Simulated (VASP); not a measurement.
# Al2O3 (Immm) in VASP: further runs

Al2O3 is run at these levels: PBE; tasks: single point, relaxation of cell and atoms.

Program: VASP 6.6.1. These are calculated values, not measurements. Logs are shortened: lines on timing, memory, paths and dates and some standing lists are left out, and cuts for length are marked.

**1. The cell of the first run**

Symmetry: Immm, No. 71, orthorhombic system. The conventional cell has a = 2.799 Å, b = 3.737 Å, c = 8.804 Å, α = 90.00°, β = 90.00°, γ = 90.00°. Al (site symmetry mm2) has 6 O at 1.90 to 1.96 Å within 2.5 Å. Within 2.6 Å of O (site symmetry mmm) lie 4 Al at 1.96 Å. O (site symmetry mm2) has 4 Al at 1.90 to 1.91 Å within 2.5 Å.

**2. Single point, PBE**

INCAR reads:

```
PREC = Accurate
ENCUT = 520
EDIFF = 1E-6
ISMEAR = 0
SIGMA = 0.02
LREAL = False
LASPH = True
NELM = 100
ALGO = Normal
ISIF = 2
LWAVE = False
LCHARG = False
GGA = PE
NBANDS = 20
```

KPOINTS reads:

```
regular mesh
0
Gamma
  10 10 10
```

POSCAR reads:

```
Al2O3
1.0
   -1.3995669971      1.8683112288      4.4019487965
    1.3995669971     -1.8683112288      4.4019487965
    1.3995669971      1.8683112288     -4.4019487965
Al O
2 3
Direct
    0.6554745955      0.6554745955      0.0000000000
    0.3445254045      0.3445254045      0.0000000000
    0.5000000000      0.0000000000      0.5000000000
    0.1963841248      0.6963841248      0.5000000000
    0.8036158752      0.3036158752      0.5000000000
```

Potentials or basis: VASP PAW PBE potentials, release 64 (Al, O).

The run is started by

```sh
cat potpaw_PBE.64/Al/POTCAR potpaw_PBE.64/O/POTCAR > POTCAR
mpirun -np 1 vasp_std > vasp.out
```

OUTCAR:

```text
PREC = Accurate
   ENCUT = 520
   EDIFF = 1E-6
   ISMEAR = 0
   LREAL = False
   LASPH = True
   NELM = 100
   ISIF = 2
   GGA = PE

 ion  position               nearest neighbor table
   1  0.655  0.655  0.000-   4 1.90   4 1.90   5 1.91   5 1.91   3 1.96   3 1.96   2 2.74   2 2.87
                             2 2.87   2 2.87   2 2.87
   2  0.345  0.345  0.000-   5 1.90   5 1.90   4 1.91   4 1.91   3 1.96   3 1.96   1 2.74   1 2.87
                             1 2.87   1 2.87   1 2.87
   3  0.500  0.000  0.500-   1 1.96   2 1.96   1 1.96   2 1.96
   4  0.196  0.696  0.500-   1 1.90   1 1.90   2 1.91   2 1.91
   5  0.804  0.304  0.500-   2 1.90   2 1.90   1 1.91   1 1.91

  LATTYP: Found a body centered orthorhombic cell.
 ALAT       =     2.7991339942
 B/A-ratio  =     1.3349208953
 C/A-ratio  =     3.1452219191

  Lattice vectors:

 A1 = (  -1.3995669971,   1.8683112288,   4.4019487965)
 A2 = (   1.3995669971,  -1.8683112288,   4.4019487965)
 A3 = (   1.3995669971,   1.8683112288,  -4.4019487965)

Analysis of symmetry for initial positions (statically):
=====================================================================
 Subroutine PRICEL returns:
 Original cell was already a primitive cell.

 Routine SETGRP: Setting up the symmetry group for a
 body centered orthorhombic supercell.

 Subroutine GETGRP returns: Found  8 space group operations
 (whereof  8 operations were pure point group operations)
 out of a pool of  8 trial point group operations.

The static configuration has the point symmetry D_2h.

Analysis of symmetry for dynamics (positions and initial velocities):
=====================================================================
 Subroutine PRICEL returns:
 Original cell was already a primitive cell.

 Routine SETGRP: Setting up the symmetry group for a
 body centered orthorhombic supercell.

 Subroutine GETGRP returns: Found  8 space group operations
 (whereof  8 operations were pure point group operations)
 out of a pool of  8 trial point group operations.

The dynamic configuration has the point symmetry D_2h.

 Subroutine INISYM returns: Found  8 space group operations
 (whereof  8 operations are pure point group operations),
 and found     1 'primitive' translations

----------------------------------------------------------------------------------------

[... 98 lines left out ...]
   EDIFF  = 0.1E-05   stopping-criterion for ELM
   LREAL  =      F    real-space projection
   EDIFFG = 0.1E-04   stopping-criterion for IOM
   NSW    =      0    number of steps for IOM
   IBRION =     -1    ionic relax: 0-MD 1-quasi-New 2-CG
   NFREE  =      0    steps in history (QN), initial steepest desc. (CG)
   ISIF   =      2    stress and relaxation
   ISYM   =      2    0-nonsym 1-usesym 2-fastsym
   POTIM  = 0.5000    time-step for ionic-motion
   TEBEG  =    0.0;   TEEND  =   0.0 temperature during run
   PSTRESS=    0.0 pullay stress
   NELECT =      24.0000    total number of electrons
   NUPDOWN=      -1.0000    fix difference up-down
   EMIN   =  10.00;   EMAX   =-10.00  energy-range for DOS
   EFERMI =   0.00;   METHOD = LEGACY
   ISMEAR =     0;   SIGMA  =   0.02  broadening in eV -4-tet -1-fermi 0-gaus
   EFERMI_NEDOS =   21; number of points for ismear=-14 and -15
   IALGO  =     38    algorithm
   IMIX   =      4    mixing-type and parameters
     AMIX     =   0.40;   BMIX     =  1.00
     AMIX_MAG =   1.60;   BMIX_MAG =  1.00
  volume/ion in A,a.u.               =       9.21        62.14
  Fermi-wavevector in a.u.,A,eV,Ry     =   1.317536  2.489783 23.618382  1.735902
  Thomas-Fermi vector in A             =   2.447570
   LORBIT       =      0    0 simple, 1 ext, 2 COOP (PROOUT), +10 PAW based schemes
   GGA     = PE    functional components
   LHFCALC =     F    Hartree Fock is set to
   AEXX    =    0.0000 exact exchange contribution
   IVDW    =     0    specifies the selected vdW correction
   LEPSILON=     F    determine dielectric tensor
   LRPA    =     F    only Hartree local field effects (RPA)
 non-spin polarized calculation
 Gauss-broadening in eV      SIGMA  =   0.02
  energy-cutoff  :      520.00
  volume of cell :       46.04
 maximum number of plane-waves:      1267
 NGX is ok and might be reduce to    40
   NGX = 19   NGY = 19   NGZ = 19

 number of electron      23.9999999 magnetization

 Free energy of the ion-electron system (eV)
  ---------------------------------------------------
  ext. energy  EPLUGINS =         0.00000000
  ---------------------------------------------------
  free energy    TOTEN  =       -37.05364074 eV

  energy without entropy =      -37.05364074  energy(sigma->0) =      -37.05364074

 E-fermi :   5.5001     XC(G=0): -11.1534

 val. band max:        5.3497578029   @ k =   0.0000   0.0000   0.0000
 cond. band min:      10.5419164214   @ k =   0.0000   0.0000   0.0000
 fundamental gap:      5.1921586185
 Fermi energy:         5.5000543189

 k-point     1 :       0.0000    0.0000    0.0000
  band No.  band energies     occupation
      1     -13.9718      2.00000
      2     -11.7042      2.00000
      3     -10.8259      2.00000
      4      -0.7727      2.00000
      5      -0.4707      2.00000
      6       2.5784      2.00000
[... 541 lines left out ...]
     19      19.0536      0.00000
     20      20.0488      0.00000

 [... further k-points ...]

------------------------ aborting loop because EDIFF is reached ----------------------------------------

  FORCE on cell =-STRESS in cart. coord.  units (eV):
  Direction    XX          YY          ZZ          XY          YZ          ZX
  --------------------------------------------------------------------------------------
  -------------------------------------------------------------------------------------
  Total       -0.0064581     -0.0555285     -0.0181570      0.0000000      0.0000000      0.0000000
  in kB       -0.2247316     -1.9323194     -0.6318387      0.0000000      0.0000000      0.0000000
  external PRESSURE =      -0.9296299 kB  Pullay stress =       0.0000000 kB

 VOLUME and BASIS-vectors are now :
 -----------------------------------------------------------------------------
  energy-cutoff  :      520.00
  volume of cell :       46.04
      direct lattice vectors                 reciprocal lattice vectors
    -1.399566997  1.868311229  4.401948797     0.000000000  0.267621364  0.113586055
     1.399566997 -1.868311229  4.401948797     0.357253351  0.000000000  0.113586055
     1.399566997  1.868311229 -4.401948797     0.357253351  0.267621364  0.000000000

 POSITION                                       TOTAL-FORCE (eV/Angst)
 -----------------------------------------------------------------------------------
      0.00000      0.00000      5.77073        -0.000000     -0.000000     -0.022929
      0.00000      0.00000      3.03317        -0.000000      0.000000      0.022929
      0.00000      1.86831      0.00000         0.000000     -0.000000      0.000000
      1.39957      0.00000      1.72895        -0.000000     -0.000000     -0.006831
      0.00000      1.86831      2.67300         0.000000      0.000000      0.006831
 -----------------------------------------------------------------------------------
    total drift:                                0.000000      0.000000     -0.000000

  FREE ENERGIE OF THE ION-ELECTRON SYSTEM (eV)
  ---------------------------------------------------
  free  energy   TOTEN  =       -37.0536407433 eV

  energy  without entropy=      -37.0536407433  energy(sigma->0) =      -37.05364074
```

OSZICAR:

```text
N       E                     dE             d eps       ncg     rms          rms(c)
DAV:   1     0.978073320890E+02    0.97807E+02   -0.12976E+04  6840   0.113E+03
DAV:   2    -0.354991653150E+02   -0.13331E+03   -0.12915E+03  8152   0.249E+02
DAV:   3    -0.410729804501E+02   -0.55738E+01   -0.55575E+01  9164   0.515E+01
DAV:   4    -0.411092541985E+02   -0.36274E-01   -0.36268E-01  8184   0.456E+00
DAV:   5    -0.411096910897E+02   -0.43689E-03   -0.43689E-03  8768   0.487E-01    0.123E+01
DAV:   6    -0.370579350425E+02    0.40518E+01   -0.12210E+01  7660   0.248E+01    0.418E+00
DAV:   7    -0.370518979499E+02    0.60371E-02   -0.34175E-01  8604   0.431E+00    0.231E+00
DAV:   8    -0.370500866702E+02    0.18113E-02   -0.48331E-02  8784   0.207E+00    0.556E-01
DAV:   9    -0.370529577810E+02   -0.28711E-02   -0.85956E-03  9440   0.812E-01    0.222E-01
DAV:  10    -0.370535730570E+02   -0.61528E-03   -0.13315E-03  7952   0.266E-01    0.102E-01
DAV:  11    -0.370536310139E+02   -0.57957E-04   -0.19248E-04  8596   0.120E-01    0.256E-02
DAV:  12    -0.370536402242E+02   -0.92102E-05   -0.16739E-05  8160   0.394E-02    0.834E-03
DAV:  13    -0.370536407433E+02   -0.51909E-06   -0.59932E-06  8228   0.194E-02
   1 F= -.37053641E+02 E0= -.37053641E+02  d E =-.416910E-29
```

Run time: 2.5 min. Hardware: 1 thread of Intel Xeon Platinum 8488C (Sapphire Rapids), shared host; peak memory 0.3 GiB.

Results:

* Free energy: -37.0536 eV
* Pressure: -0.1 GPa
* Largest force: 0.023 eV/Å
* Band gap on the k mesh: 5.19 eV, direct

Forces in eV/Å, atoms in the order of the input:
```
Al   0.000  0.000 -0.023
Al   0.000  0.000  0.023
O    0.000  0.000  0.000
O    0.000  0.000 -0.007
O    0.000  0.000  0.007
```

A k mesh can miss the band edges.

**3. Relaxation of cell and atoms, PBE**

INCAR reads:

```
SYSTEM = Al2O3
  PREC = Accurate
  ENCUT = 600
  EDIFF = 1E-7
  ISMEAR = 0
  SIGMA = 0.02
  LREAL = .False.
  LASPH = .True.
  NELM = 100
  ALGO = Normal
  ISIF = 3
  LWAVE = .False.
  LCHARG = .False.
  GGA = PE
  IBRION = 2
  NSW = 100
  EDIFFG = -0.01
```

KPOINTS reads:

```
regular mesh
0
Gamma
  10 10 10
  0 0 0
```

POSCAR reads:

```
Al2O3
1.0
   -1.3993257679      1.8679293213      4.4017321242
    1.3993257679     -1.8679293213      4.4017321242
    1.3993257679      1.8679293213     -4.4017321242
Al O
2 3
Direct
    0.6554123246      0.6554123246      0.0000000000
    0.3445876754      0.3445876754      0.0000000000
    0.5000000000      0.0000000000      0.5000000000
    0.1964796145      0.6964796145      0.5000000000
    0.8035203855      0.3035203855      0.5000000000
```

Potentials or basis: VASP PAW PBE potentials, release 64 (Al, O).

The run is started by

```sh
cat potpaw_PBE.64/Al/POTCAR potpaw_PBE.64/O/POTCAR > POTCAR
mpirun -np 1 vasp_std > vasp.out
```

OUTCAR:

```text
SYSTEM = Al2O3
   PREC = Accurate
   ENCUT = 600
   EDIFF = 1E-7
   ISMEAR = 0
   LREAL = .False.
   LASPH = .True.
   NELM = 100
   ISIF = 3
   GGA = PE
   IBRION = 2
   NSW = 100
   EDIFFG = -0.01

 ion  position               nearest neighbor table
   1  0.655  0.655  0.000-   4 1.90   4 1.90   5 1.91   5 1.91   3 1.96   3 1.96   2 2.74   2 2.87
                             2 2.87   2 2.87   2 2.87
   2  0.345  0.345  0.000-   5 1.90   5 1.90   4 1.91   4 1.91   3 1.96   3 1.96   1 2.74   1 2.87
                             1 2.87   1 2.87   1 2.87
   3  0.500  0.000  0.500-   1 1.96   2 1.96   1 1.96   2 1.96
   4  0.196  0.696  0.500-   1 1.90   1 1.90   2 1.91   2 1.91
   5  0.804  0.304  0.500-   2 1.90   2 1.90   1 1.91   1 1.91

  LATTYP: Found a body centered orthorhombic cell.
 ALAT       =     2.7986515358
 B/A-ratio  =     1.3348780993
 C/A-ratio  =     3.1456092821

  Lattice vectors:

 A1 = (  -1.3993257679,   1.8679293213,   4.4017321242)
 A2 = (   1.3993257679,  -1.8679293213,   4.4017321242)
 A3 = (   1.3993257679,   1.8679293213,  -4.4017321242)

Analysis of symmetry for initial positions (statically):
=====================================================================
 Subroutine PRICEL returns:
 Original cell was already a primitive cell.

 Routine SETGRP: Setting up the symmetry group for a
 body centered orthorhombic supercell.

 Subroutine GETGRP returns: Found  8 space group operations
 (whereof  8 operations were pure point group operations)
 out of a pool of  8 trial point group operations.

The static configuration has the point symmetry D_2h.

Analysis of symmetry for dynamics (positions and initial velocities):
=====================================================================
 Subroutine PRICEL returns:
 Original cell was already a primitive cell.

 Routine SETGRP: Setting up the symmetry group for a
 body centered orthorhombic supercell.

 Subroutine GETGRP returns: Found  8 space group operations
 (whereof  8 operations were pure point group operations)
[... 139 lines left out ...]
 conjugate gradient relaxation of ions
 non-spin polarized calculation
 Gauss-broadening in eV      SIGMA  =   0.02
  energy-cutoff  :      600.00
  volume of cell :       46.02
 maximum number of plane-waves:      1576
   NGX = 19   NGY = 19   NGZ = 19

--------------------------------------- Ionic step        1  -------------------------------------------

 number of electron      23.9999998 magnetization

 Free energy of the ion-electron system (eV)
  ---------------------------------------------------
  ext. energy  EPLUGINS =         0.00000000
  ---------------------------------------------------
  free energy    TOTEN  =       -37.06380261 eV

  energy without entropy =      -37.06380261  energy(sigma->0) =      -37.06380261

------------------------ aborting loop because EDIFF is reached ----------------------------------------

  FORCE on cell =-STRESS in cart. coord.  units (eV):
  Direction    XX          YY          ZZ          XY          YZ          ZX
  --------------------------------------------------------------------------------------
  -------------------------------------------------------------------------------------
  Total       -0.0583296     -0.1212414     -0.0594757      0.0000000      0.0000000      0.0000000
  in kB       -2.0306567     -4.2208388     -2.0705562      0.0000000      0.0000000      0.0000000
  external PRESSURE =      -2.7740172 kB  Pullay stress =       0.0000000 kB
[... 104 lines left out ...]
--------------------------------------- Ionic step        4  -------------------------------------------

 number of electron      23.9999999 magnetization

 Free energy of the ion-electron system (eV)
  ---------------------------------------------------
  ext. energy  EPLUGINS =         0.00000000
  ---------------------------------------------------
  free energy    TOTEN  =       -37.06393887 eV

  energy without entropy =      -37.06393887  energy(sigma->0) =      -37.06393887

 E-fermi :   5.4701     XC(G=0): -11.1652

 val. band max:        5.3842060226   @ k =   0.0000   0.0000   0.0000
 cond. band min:      10.5885431435   @ k =   0.0000   0.0000   0.0000
 fundamental gap:      5.2043371209
 Fermi energy:         5.4700670535

 k-point     1 :       0.0000    0.0000    0.0000
  band No.  band energies     occupation
      1     -13.9594      2.00000
      2     -11.6928      2.00000
      3     -10.8010      2.00000
      4      -0.7565      2.00000
      5      -0.4493      2.00000
      6       2.5930      2.00000
[... 433 lines left out ...]
      3     -11.3447      2.00000
      4      -0.9716      2.00000
      5       0.7857      2.00000
      6       1.1302      2.00000
[... 8 lines left out ...]
     15      16.3523      0.00000
     16      17.8554      0.00000

 [... further k-points ...]

------------------------ aborting loop because EDIFF is reached ----------------------------------------

  FORCE on cell =-STRESS in cart. coord.  units (eV):
  Direction    XX          YY          ZZ          XY          YZ          ZX
  --------------------------------------------------------------------------------------
  -------------------------------------------------------------------------------------
  Total       -0.0027936      0.0031930     -0.0054857     -0.0000000      0.0000000      0.0000000
  in kB       -0.0974445      0.1113734     -0.1913440     -0.0000000      0.0000000      0.0000000
  external PRESSURE =      -0.0591384 kB  Pullay stress =       0.0000000 kB
[... 20 lines left out ...]
  FREE ENERGIE OF THE ION-ELECTRON SYSTEM (eV)
  ---------------------------------------------------
  free  energy   TOTEN  =       -37.0639388668 eV

  energy  without entropy=      -37.0639388668  energy(sigma->0) =      -37.06393887

 reached required accuracy - stopping structural energy minimisation
```

It took 7.7 min on 1 thread of Intel Xeon Platinum 8488C (Sapphire Rapids), shared host; peak memory 0.32 GiB.

Results:

| Quantity | Value |
| --- | --- |
| Free energy | -37.0639 eV |
| Relaxed volume | 9.19 Å³/atom |
| Relaxed cell | a = 4.980 Å, b = 4.980 Å, c = 4.980 Å, α = 147.37°, β = 135.99°, γ = 55.85° |
| Space group after relaxing (to 0.05 Å) | Immm (No. 71) |
| Energy gained by relaxing | 0.0 meV/atom |
| Ionic steps | 4 |
| Pressure after relaxing | 0.0 GPa |
| Largest force after relaxing | 0.007 eV/Å |
| Band gap on the k mesh | 5.20 eV, direct |

Forces in eV/Å, atoms in the order of the input:
```
Al   0.000  0.000  0.007
Al   0.000  0.000 -0.007
O    0.000  0.000  0.000
O    0.000  0.000 -0.001
O    0.000  0.000  0.001
```

Step by step:
```csv
step,energy change (eV),largest force (eV/Å),pressure (GPa),volume (Å³)
1,0.0000,0.0192,-0.28,46.02
2,-0.0001,0.0212,0.15,45.92
3,-0.0001,0.0209,0.08,45.93
4,-0.0001,0.0068,-0.01,45.93
```

Final structure:
```xyz
5
Lattice="-1.3989 1.8657 4.3998 1.3989 -1.8657 4.3998 1.3989 1.8657 -4.3998" Properties=species:S:1:pos:R:3 pbc="T T T"
Al    1.3989    1.8657    1.3667
Al    0.0000    0.0000    3.0331
O     1.3989    0.0000    4.3998
O     1.3989    0.0000    1.7269
O     0.0000    1.8657    2.6729
```

A k mesh can miss the band edges. PBE gaps usually lie below the measured ones, often by a third to a half.
